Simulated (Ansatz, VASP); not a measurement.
**Two plane-wave programs on HfO2**

File POSCAR:

```
HfO2
1.0
    0.0000000000      2.4659527604      2.5539270269
    2.4659527604      0.0000000000      2.5539270269
    2.4659527604      2.4659527604      0.0000000000
Hf O
1 2
Direct
    0.0000000000      0.0000000000      0.0000000000
    0.2500000000      0.2500000000      0.2500000000
    0.7500000000      0.7500000000      0.7500000000
```

File INCAR.step1:

```
PREC = Accurate
ENCUT = 520
ISMEAR = 0
SIGMA = 0.01
LREAL = False
LASPH = True
NELM = 60
NBANDS = 18
GGA = PE
ALGO = Normal
EDIFF = 1E-4
LWAVE = True
LCHARG = False
```

Contents of INCAR.step2:

```
PREC = Accurate
ENCUT = 520
EDIFF = 1E-7
ISMEAR = 0
SIGMA = 0.01
LREAL = False
LASPH = True
NELM = 60
ALGO = Normal
ISIF = 2
LWAVE = False
LCHARG = False
METAGGA = R2SCAN
LMIXTAU = True
NBANDS = 18
ISTART = 1
```

Contents of KPOINTS:

```
regular mesh
0
Gamma
  8 8 8
```

Input for Ansatz:

```yaml
crystal:
  lattice:
    - [0.0, 2.4659527604, 2.5539270269]
    - [2.4659527604, 0.0, 2.5539270269]
    - [2.4659527604, 2.4659527604, 0.0]
  atoms:
    - { symbol: Hf, position: [0.0, 0.0, 0.0] }
    - { symbol: O, position: [0.25, 0.25, 0.25] }
    - { symbol: O, position: [0.75, 0.75, 0.75] }
kpoints:
  mp_grid: { grid: [8, 8, 8] }
  band_path:
    path:
      - [0.0, 0.0, 0.0]
      - [0.5, 0.0, 0.5]
      - [0.625, 0.25, 0.625]
      - [0.375, 0.375, 0.75]
      - [0.5, 0.5, 0.5]
      - [0.5, 0.25, 0.75]
    npoints: 1
hamiltonian:
  xc: r2scan
scf:
  occupations: { method: fixed }
  n_extra_bands: 4
output:
  forces: true
  stress: true
  eigenvalues: true
```

Change from the starting cell: epitaxial_xy strain -2.5%.

Alike in both runs: task single point; functional r2SCAN; k mesh 8 × 8 × 8; no spin polarisation.

|  | VASP | Ansatz |
| --- | --- | --- |
| version | VASP 6.6.1 | Ansatz 0.2.0 |
| potentials or method | VASP PAW PBE potentials, release 64 (Hf_pv, O) | plane waves, PAW |
| plane-wave cutoff (eV) | 520 | 500 |
| occupations | gaussian, width 0.01 eV | fixed |
| valence electrons in the cell | 22 | 38 |

Ansatz gave:

- gap on the k mesh at the Fermi level (eV): 4.10
- pressure (GPa): 12.1
- traceless stress, the component that is largest in VASP (GPa): -12.16

Question: Which values does VASP return?

Answer: gap on the k mesh at the Fermi level (eV): 4.11; pressure (GPa): 7.7; traceless stress, the component that is largest in VASP (GPa): -12.39.

VASP's potentials were made for PBE, not for r2SCAN. VASP's potentials hold 22 valence electrons a cell and Ansatz's 38, so a difference there can come from the potentials and not from the codes.

Neither program's run includes spin-orbit coupling.
